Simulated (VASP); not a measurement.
# Sn2CO2 in VASP: notebook

The runs below take Sn2CO2 through single point, with PBE+D3(BJ).

All numbers are computed with VASP 6.6.1; they aren't measurements. Logs are shortened: lines on timing, memory, paths and dates and some standing lists are left out, and cuts for length are marked.

**1. The cell of the first run**

The cell holds a slab with vacuum, 5 atoms: a = 3.820 Å, b = 3.820 Å, c = 17.863 Å, α = 90.00°, β = 90.00°, γ = 90.00°.

**2. Single point, PBE+D3(BJ), collinear spin**

Contents of INCAR:

```
PREC = Accurate
ENCUT = 520
EDIFF = 1E-6
ISMEAR = 0
SIGMA = 0.05
LREAL = F
LASPH = T
NELM = 150
ALGO = Normal
ISIF = 2
LWAVE = F
LCHARG = F
ISPIN = 2
MAGMOM = 0 0 0 0 2
LORBIT = 11
LDIPOL = T
IDIPOL = 3
DIPOL = 0.5 0.5 0.321
GGA = PE
IVDW = 12
NBANDS = 34
```

Contents of KPOINTS:

```
Automatic mesh
0
Gamma
  7 7 1
```

Contents of POSCAR:

```
Sn2CO2
1.0
    3.8201708766      0.0000000000      0.0000000000
    0.0000000000      3.8201708766      0.0000000000
    0.0000000000      0.0000000000     17.8630360333
Sn O C
2 2 1
Direct
    0.5000000000      0.0000000000      0.2239261004
    0.0000000000      0.5000000000      0.3562124614
    0.0000000000      0.0000000000      0.2900692809
    0.5000000000      0.5000000000      0.2900692809
    0.0000000000      0.8750000000      0.4465195775
```

Potentials or basis: VASP PAW PBE potentials, release 64 (Sn_d, O, C).

On the command line:

```
$ cat potpaw_PBE.64/Sn_d/POTCAR potpaw_PBE.64/O/POTCAR potpaw_PBE.64/C/POTCAR > POTCAR
$ mpirun -np 1 vasp_std > vasp.out
```

OUTCAR:

```text
PREC = Accurate
   ENCUT = 520
   EDIFF = 1E-6
   ISMEAR = 0
   LREAL = F
   LASPH = T
   NELM = 150
   ISIF = 2
   ISPIN = 2
   LORBIT = 11
   GGA = PE
   IVDW = 12
 IVDW          = 12

 ion  position               nearest neighbor table
   1  0.500  0.000  0.224-   3 2.25   4 2.25   4 2.25   3 2.25   2 3.59   2 3.59   2 3.59   2 3.59

   2  0.000  0.500  0.356-   5 2.16   4 2.25   3 2.25   3 2.25   4 2.25   5 2.88   1 3.59   1 3.59
                             1 3.59   1 3.59
   3  0.000  0.000  0.290-   1 2.25   2 2.25   2 2.25   1 2.25
   4  0.500  0.500  0.290-   1 2.25   2 2.25   1 2.25   2 2.25
   5  0.000  0.875  0.447-   2 2.16   2 2.88

  LATTYP: Found a simple tetragonal cell.
 ALAT       =     3.8201708766
 C/A-ratio  =     4.6759782770

  Lattice vectors:

 A1 = (   3.8201708766,   0.0000000000,   0.0000000000)
 A2 = (   0.0000000000,   3.8201708766,   0.0000000000)
 A3 = (   0.0000000000,   0.0000000000,  17.8630360333)

Analysis of symmetry for initial positions (statically):
=====================================================================
 Subroutine PRICEL returns:
 Original cell was already a primitive cell.

 Routine SETGRP: Setting up the symmetry group for a
 simple tetragonal supercell.

 Subroutine GETGRP returns: Found  2 space group operations
 (whereof  2 operations were pure point group operations)
 out of a pool of 16 trial point group operations.

The static configuration has the point symmetry C_1h.

Analysis of symmetry for dynamics (positions and initial velocities):
=====================================================================
 Subroutine PRICEL returns:
 Original cell was already a primitive cell.

 Routine SETGRP: Setting up the symmetry group for a
 simple tetragonal supercell.

 Subroutine GETGRP returns: Found  2 space group operations
 (whereof  2 operations were pure point group operations)
 out of a pool of 16 trial point group operations.

The dynamic configuration has the point symmetry C_1h.

Analysis of structural, dynamic, and magnetic symmetry:
=====================================================================
 Subroutine PRICEL returns:
 Original cell was already a primitive cell.

 Routine SETGRP: Setting up the symmetry group for a
 simple tetragonal supercell.

 Subroutine GETGRP returns: Found  2 space group operations
 (whereof  2 operations were pure point group operations)
 out of a pool of 16 trial point group operations.

The overall configuration has the point symmetry C_1h.

 Subroutine INISYM returns: Found  2 space group operations
 (whereof  2 operations are pure point group operations),
 and found     1 'primitive' translations

----------------------------------------------------------------------------------------

                                     Primitive cell

  volume of cell :     260.6879

  direct lattice vectors                    reciprocal lattice vectors
     3.820170877  0.000000000  0.000000000     0.261768395  0.000000000  0.000000000
     0.000000000  3.820170877  0.000000000     0.000000000  0.261768395  0.000000000
     0.000000000  0.000000000 17.863036033     0.000000000  0.000000000  0.055981525

  length of vectors
     3.820170877  3.820170877 17.863036033     0.261768395  0.261768395  0.055981525

  position of ions in fractional coordinates (direct lattice)
     0.500000000  0.000000000  0.223926100
     0.000000000  0.500000000  0.356212461
     0.000000000  0.000000000  0.290069281
     0.500000000  0.500000000  0.290069281
     0.000000000  0.875000000  0.446519577

  ion indices of the primitive-cell ions
   primitive index   ion index
                 1           1
                 2           2
                 3           3
                 4           4
                 5           5

----------------------------------------------------------------------------------------

 KPOINTS: Automatic mesh

Automatic generation of k-mesh.
 Grid dimensions read from file:
 generate k-points for:    7    7    1

 Generating k-lattice:

  Cartesian coordinates                     Fractional coordinates (reciprocal lattice)
     0.037395485  0.000000000  0.000000000     0.142857143  0.000000000  0.000000000
     0.000000000  0.037395485  0.000000000     0.000000000  0.142857143  0.000000000
     0.000000000  0.000000000  0.055981525     0.000000000  0.000000000  1.000000000

  Length of vectors
     0.037395485  0.037395485  0.055981525

  Shift w.r.t. Gamma in fractional coordinates (k-lattice)
     0.000000000  0.000000000  0.000000000

 Subroutine IBZKPT returns following result:
 ===========================================

 Found     16 irreducible k-points:

 Following reciprocal coordinates:
            Coordinates               Weight
  0.000000  0.000000  0.000000      1.000000
  0.142857  0.000000  0.000000      2.000000
  0.000000  0.142857  0.000000      2.000000
  0.285714  0.000000  0.000000      2.000000
  0.000000  0.285714  0.000000      2.000000
  0.428571  0.000000  0.000000      2.000000
[... 8 lines left out ...]
 -0.285714  0.428571  0.000000      4.000000
  0.428571  0.428571  0.000000      4.000000
   k-points           NKPTS =     16   k-points in BZ     NKDIM =     16   number of bands    NBANDS=     34
   number of dos      NEDOS =    301   number of ions     NIONS =      5
   total plane-waves  NPLWV = 109760
   dimension x,y,z NGX =    28 NGY =   28 NGZ =  140
   dimension x,y,z NGXF=    56 NGYF=   56 NGZF=  280
   ions per type =               2   2   1
   NGX,Y,Z   is equivalent  to a cutoff of  12.19, 12.19, 13.03 a.u.
   NGXF,Y,Z  is equivalent  to a cutoff of  24.37, 24.37, 26.06 a.u.
 SYSTEM =  unknown system
   PREC   = accura    normal or accurate (medium, high low for compatibility)
   ISTART =      0    job   : 0-new  1-cont  2-samecut
   ICHARG =      2    charge: 1-file 2-atom 10-const
   ISPIN  =      2    spin polarized calculation?
   LNONCOLLINEAR =      F non collinear calculations
   LSORBIT =      F    spin-orbit coupling
   LASPH  =      T    aspherical Exc in radial PAW
   ENCUT  =  520.0 eV  38.22 Ry    6.18 a.u.   7.10  7.10 33.21*2*pi/ulx,y,z
   NELM   =    150;   NELMIN=  2; NELMDL= -5     # of ELM steps
   EDIFF  = 0.1E-05   stopping-criterion for ELM
   LREAL  =      F    real-space projection
   EDIFFG = 0.1E-04   stopping-criterion for IOM
   NSW    =      0    number of steps for IOM
   IBRION =     -1    ionic relax: 0-MD 1-quasi-New 2-CG
   NFREE  =      0    steps in history (QN), initial steepest desc. (CG)
   ISIF   =      2    stress and relaxation
   ISYM   =      2    0-nonsym 1-usesym 2-fastsym
   POTIM  = 0.5000    time-step for ionic-motion
   TEBEG  =    0.0;   TEEND  =   0.0 temperature during run
   PSTRESS=    0.0 pullay stress
   NELECT =      44.0000    total number of electrons
   NUPDOWN=      -1.0000    fix difference up-down
   EMIN   =  10.00;   EMAX   =-10.00  energy-range for DOS
   EFERMI =   0.00;   METHOD = LEGACY
   ISMEAR =     0;   SIGMA  =   0.05  broadening in eV -4-tet -1-fermi 0-gaus
   EFERMI_NEDOS =   21; number of points for ismear=-14 and -15
   IALGO  =     38    algorithm
   IMIX   =      4    mixing-type and parameters
     AMIX     =   0.40;   BMIX     =  1.00
     AMIX_MAG =   1.60;   BMIX_MAG =  1.00
  volume/ion in A,a.u.               =      52.14       351.84
  Fermi-wavevector in a.u.,A,eV,Ry     =   0.904730  1.709691 11.136852  0.818536
  Thomas-Fermi vector in A             =   2.028212
   LORBIT       =     11    0 simple, 1 ext, 2 COOP (PROOUT), +10 PAW based schemes
   GGA     = PE    functional components
   LHFCALC =     F    Hartree Fock is set to
   AEXX    =    0.0000 exact exchange contribution
   IVDW    =    12    specifies the selected vdW correction
   LEPSILON=     F    determine dielectric tensor
   LRPA    =     F    only Hartree local field effects (RPA)
 spin polarized calculation
 Gauss-broadening in eV      SIGMA  =   0.05
  energy-cutoff  :      520.00
  volume of cell :      260.69
 maximum number of plane-waves:      7046
   NGX = 15   NGY = 15   NGZ = 67

 number of electron      43.9999985 magnetization       2.0000001

 dipolmoment           0.000000      0.000000      0.188233 electrons x Angstroem

 Free energy of the ion-electron system (eV)
  ---------------------------------------------------
  ext. energy  EPLUGINS =         0.00000000
  ---------------------------------------------------
  free energy    TOTEN  =       -25.80187214 eV

  energy without entropy =      -25.80187214  energy(sigma->0) =      -25.80187214

 E-fermi :  -1.2809     XC(G=0):  -3.9992

 val. band max:       -1.4866528961   @ k =   0.0000   0.4286   0.0000
 cond. band min:      -1.0740189706   @ k =   0.4286   0.0000   0.0000
 fundamental gap:      0.4126339255
 Fermi energy:        -1.2808989523

 spin component 1

 k-point     1 :       0.0000    0.0000    0.0000
  band No.  band energies     occupation
      1     -23.5772      1.00000
      2     -23.2427      1.00000
      3     -23.2389      1.00000
      4     -23.2099      1.00000
      5     -23.1825      1.00000
      6     -23.1617      1.00000
[... 26 lines left out ...]
     33       5.8145      0.00000
     34       6.2409      0.00000

 k-point     2 :       0.1429    0.0000    0.0000
  band No.  band energies     occupation
      1     -23.5687      1.00000
      2     -23.2654      1.00000
      3     -23.2367      1.00000
      4     -23.2005      1.00000
      5     -23.1886      1.00000
      6     -23.1578      1.00000
[... 26 lines left out ...]
     33       6.2672      0.00000
     34       6.5166      0.00000
[... 479 lines left out ...]
     33       6.3403      0.00000
     34       6.6467      0.00000

 k-point    16 :       0.4286    0.4286    0.0000
  band No.  band energies     occupation
      1     -23.5325      1.00000
      2     -23.5094      1.00000
      3     -23.2331      1.00000
      4     -23.2217      1.00000
      5     -23.1340      1.00000
      6     -23.0909      1.00000
[... 26 lines left out ...]
     33       6.9143      0.00000
     34       7.2403      0.00000
 Fermi energy:        -1.2808989523

 spin component 2

 k-point     1 :       0.0000    0.0000    0.0000
  band No.  band energies     occupation
      1     -23.5683      1.00000
      2     -23.2466      1.00000
      3     -23.2241      1.00000
      4     -23.2113      1.00000
      5     -23.1673      1.00000
      6     -23.1580      1.00000
[... 26 lines left out ...]
     33       6.2175      0.00000
     34       6.4583      0.00000

 k-point     2 :       0.1429    0.0000    0.0000
  band No.  band energies     occupation
      1     -23.5598      1.00000
      2     -23.2660      1.00000
      3     -23.2223      1.00000
      4     -23.2028      1.00000
      5     -23.1763      1.00000
      6     -23.1525      1.00000
[... 26 lines left out ...]
     33       6.5332      0.00000
     34       6.8484      0.00000
[... 479 lines left out ...]
     33       6.5660      0.00000
     34       7.0049      0.00000

 k-point    16 :       0.4286    0.4286    0.0000
  band No.  band energies     occupation
      1     -23.5285      1.00000
      2     -23.4917      1.00000
      3     -23.2355      1.00000
      4     -23.2128      1.00000
      5     -23.1328      1.00000
      6     -23.0862      1.00000
[... 26 lines left out ...]
     33       7.0025      0.00000
     34       7.3471      0.00000

------------------------ aborting loop because EDIFF is reached ----------------------------------------

 vacuum level on the upper side and lower side of the slab       (xc-potential included)         0.943        -1.307

 Edisp (eV)   -0.72178

 E8    (eV) :    -0.3103

  FORCE on cell =-STRESS in cart. coord.  units (eV):
  Direction    XX          YY          ZZ          XY          YZ          ZX
  --------------------------------------------------------------------------------------
  -------------------------------------------------------------------------------------
  Total      -0.24840    -1.44688     0.09461     0.00000     0.81840     0.00000
  in kB      -1.52668    -8.89249     0.58146     0.00000     5.02984     0.00000
  external pressure =       -3.28 kB  Pullay stress =        0.00 kB

 VOLUME and BASIS-vectors are now :
 -----------------------------------------------------------------------------
  energy-cutoff  :      520.00
  volume of cell :      260.69
      direct lattice vectors                 reciprocal lattice vectors
     3.820170877  0.000000000  0.000000000     0.261768395  0.000000000  0.000000000
     0.000000000  3.820170877  0.000000000     0.000000000  0.261768395  0.000000000
     0.000000000  0.000000000 17.863036033     0.000000000  0.000000000  0.055981525

 POSITION                                       TOTAL-FORCE (eV/Angst)
 -----------------------------------------------------------------------------------
      1.91009      0.00000      4.00000         0.000000      0.023554      0.037782
      0.00000      1.91009      6.36304         0.000000     -1.005445      0.181534
      0.00000      0.00000      5.18152         0.000000      0.332795     -0.577897
      1.91009      1.91009      5.18152         0.000000     -0.078467      0.361478
      0.00000      3.34265      7.97620         0.000000      0.727563     -0.002897
 -----------------------------------------------------------------------------------
    total drift:                                0.000000     -0.000018      0.001227

  FREE ENERGIE OF THE ION-ELECTRON SYSTEM (eV)
  ---------------------------------------------------
  free  energy   TOTEN  =       -26.5236512995 eV

  energy  without entropy=      -26.5236512995  energy(sigma->0) =      -26.52365130

 vacuum level on the upper side and lower side of the slab         4.642         2.322

 total charge

# of ion       s       p       d       tot
------------------------------------------
    1        1.278   0.765  10.054  12.098
    2        1.138   0.867  10.120  12.125
    3        1.581   3.418   0.000   4.999
    4        1.578   3.420   0.000   4.998
    5        0.996   1.115   0.000   2.110
--------------------------------------------------
tot          6.570   9.585  20.174  36.330

 magnetization (x)

# of ion       s       p       d       tot
------------------------------------------
    1        0.003   0.011   0.001   0.015
    2       -0.047   0.048   0.031   0.033
    3        0.005   0.043   0.000   0.049
    4        0.001   0.011   0.000   0.012
    5        0.043   0.818   0.000   0.861
--------------------------------------------------
tot          0.005   0.931   0.032   0.968
```

Wall time 12 min (1 thread of Intel Xeon 8259CL, shared host); peak memory 0.52 GiB.

Results:

| Property | Result |
| --- | --- |
| Free energy | -26.5237 eV |
| Largest force | 1.022 eV/Å |
| Band gap on the k mesh | 0.41 eV (least direct gap 0.54 eV) |
| Net moment | 2.00 μB per cell |
| Site moments | Sn +0.01, +0.03; O +0.05, +0.01; C +0.86 μB |
| Valence electrons inside the program's atomic spheres | Sn 12.10, 12.12; O 5.00; C 2.11 |
| Dispersion energy per atom | -0.144 eV |

Forces on the atoms (eV/Å):
```
Sn   0.000  0.024  0.038
Sn   0.000 -1.005  0.182
O    0.000  0.333 -0.578
O    0.000 -0.078  0.361
C    0.000  0.728 -0.003
```

Levels at points of the mesh, in eV from the valence-band top:
Spin up:
| k point | band 19 | band 20 | band 21 | band 22 | band 23 | band 24 | band 25 | band 26 | band 27 | band 28 |
| --- | --- | --- | --- | --- | --- | --- | --- | --- | --- | --- |
| (0.00, 0.00, 0.00) | -3.16 | -3.14 | -1.38 | -0.27 | -0.24 | 0.60 | 1.76 | 3.16 | 3.96 | 4.63 |
Spin down:
| k point | band 18 | band 19 | band 20 | band 21 | band 22 | band 23 | band 24 | band 25 |
| --- | --- | --- | --- | --- | --- | --- | --- | --- |
| (0.00, 0.00, 0.00) | -3.41 | -3.11 | -3.11 | -0.78 | 0.96 | 1.76 | 2.19 | 2.25 |

Caveat: semilocal functionals underestimate gaps, and a narrow one can read as zero; spin-orbit coupling is left out, which moves the levels of the heavy elements.

(Part 1 of 2 ends here.)

The gap in the log of VASP goes by the Fermi energy; the results here count the filled bands.